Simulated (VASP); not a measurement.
Set up this calculation in VASP 6.6.1, as the native input.

* Task: single point
* Functional: PBEsol
* Potentials or basis: VASP PAW PBE potentials, release 64 (Co, O)
* Cutoff: 520 eV
* k mesh: 10 × 10 × 10
* Occupations: fermi-dirac, width 0.05 eV
* Spin: collinear spin, ferromagnetic start
* Starting moments: [2.0, 0.0] μB
* Dipole correction: no
* Further INCAR settings: ALGO = Normal; EDIFF = 1e-06; NBANDS = 18

The structure of CoO lies in POSCAR:

```
CoO
1.0
    1.6022198417      0.9250420569      2.5664708903
   -1.6022198417      0.9250420569      2.5664708903
    0.0000000000     -1.8500841138      2.5664708903
Co O
1 1
Direct
    0.9989783200      0.9989783200      0.9989783200
    0.7510210300      0.7510210300      0.7510210300
```

One way to write it, as run:

INCAR

```
SYSTEM = CoO
PREC = Accurate
ENCUT = 520
EDIFF = 1E-6
ISMEAR = -1
SIGMA = 0.05
LREAL = .False.
LASPH = .True.
NELM = 150
ALGO = Normal
ISIF = 2
LWAVE = .False.
LCHARG = .False.
ISPIN = 2
MAGMOM = 2 0
LORBIT = 11
LMAXMIX = 4
GGA = PS
NBANDS = 18
```

KPOINTS

```
regular mesh
0
Gamma
  10 10 10
  0 0 0
```

Potentials or basis: VASP PAW PBE potentials, release 64 (Co, O).

Command:

```console
$ cat potpaw_PBE.64/Co/POTCAR potpaw_PBE.64/O/POTCAR > POTCAR
$ mpirun -np 1 vasp_std > vasp.out
```

It gave:

The pressure is -8.2 GPa, the largest force is 0.217 eV/Å and the net moment is 2.76 μB per cell. The site moments are Co +2.37; O +0.30 μB. The valence electrons inside the program's atomic spheres are Co 8.01; O 4.96.

Caveat: the PAW data sets were made with another functional, which shifts forces and pressure a little; a cell with one magnetic atom can't hold antiferromagnetic order, which such compounds often take.

Wall time 55 s on 1 thread of Intel(R) Xeon(R) Platinum 8375C CPU @ 2.90GHz (Ice Lake), on a shared host, peak memory 0.2 GiB.
